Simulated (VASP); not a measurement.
A run of VASP 6.6.1:

The input INCAR:

```
SYSTEM = S
ALGO = Normal
EDIFF = 1E-6
ENCUT = 520
ISIF = 2
ISMEAR = -1
LASPH = .True.
LCHARG = .False.
LREAL = .False.
LWAVE = .False.
NBANDS = 13
NELM = 60
PREC = Accurate
SIGMA = 0.05
```

File KPOINTS:

```
k-points
0
Gamma
  13 13 13
  0 0 0
```

Contents of POSCAR:

```
S
1.0
    0.0000000000      2.8171169965      2.8171169965
    2.8171169965      0.0000000000      2.8171169965
    2.8171169965      2.8171169965      0.0000000000
S
2
Direct
   -0.1250000000     -0.1250000000     -0.1250000000
    0.1250000000      0.1250000000      0.1250000000
```

Potentials or basis: VASP PAW LDA potentials, release 64 (S).

Launch:

```console
$ cat potpaw_LDA.64/S/POTCAR > POTCAR
$ mpirun -np 1 vasp_std > vasp.out
```

Hardware: 1 thread of AMD EPYC 7R13, on a shared host.

Problem. How long does it take, and how much memory?

Solution. It took 65 s on 1 thread of AMD EPYC 7R13 (shared host), peak memory 0.13 GiB. Counts: scf iterations 9, k points 84.
